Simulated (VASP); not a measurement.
A run of VASP 6.6.1 is set up as follows.

INCAR

```
PREC     = Accurate       # precision mode
ENCUT    = 520            # plane-wave cutoff, eV
EDIFF    = 1E-6           # SCF threshold, eV
ISMEAR   = 0              # smearing method
SIGMA    = 0.15           # smearing width, eV
LREAL    = False          # projectors in reciprocal space
LASPH    = True           # aspherical terms in the spheres
NELM     = 80             # most SCF steps
ALGO     = Fast           # electronic algorithm
ISIF     = 2              # what is computed and relaxed
LWAVE    = False          # write WAVECAR
LCHARG   = True           # write CHGCAR
GGA      = PS             # functional
LELF     = True           # ELF
LVHAR    = True         
NBANDS   = 13             # bands
```

File KPOINTS:

```
regular mesh
0
Gamma
  24 24 24
```

Contents of POSCAR:

```
Mo
1.0
    2.8108938102      0.0000000000      0.0000000000
   -1.4054469051      2.4343054470      0.0000000000
    0.0000000000      0.0000000000      2.4297692985
Mo
1
Direct
    0.0000000000      0.0000000000      0.5000000000
```

Potentials or basis: VASP PAW PBE potentials, release 64 (Mo_sv).

Run with:

```bash
$ cat potpaw_PBE.64/Mo_sv/POTCAR > POTCAR
$ mpirun -np 1 vasp_std > vasp.out
```

Problem. Predict the pressure.

Solution. -3.4 GPa.

Problem. Estimate the band gap on the k mesh.

Solution. Zero (band 7 reaches 12.02 eV, above the bottom of band 8 at 10.31 eV).

Stress tensor (GPa, compression positive):
```
-7.76  0.00  0.00
 0.00 -7.76  0.00
 0.00  0.00  5.20
```

Caveat: the cell differs from its parent crystal (strain +0.025 along x and y, -0.025 along z); the PAW data sets were made with another functional, which shifts forces and pressure a little.
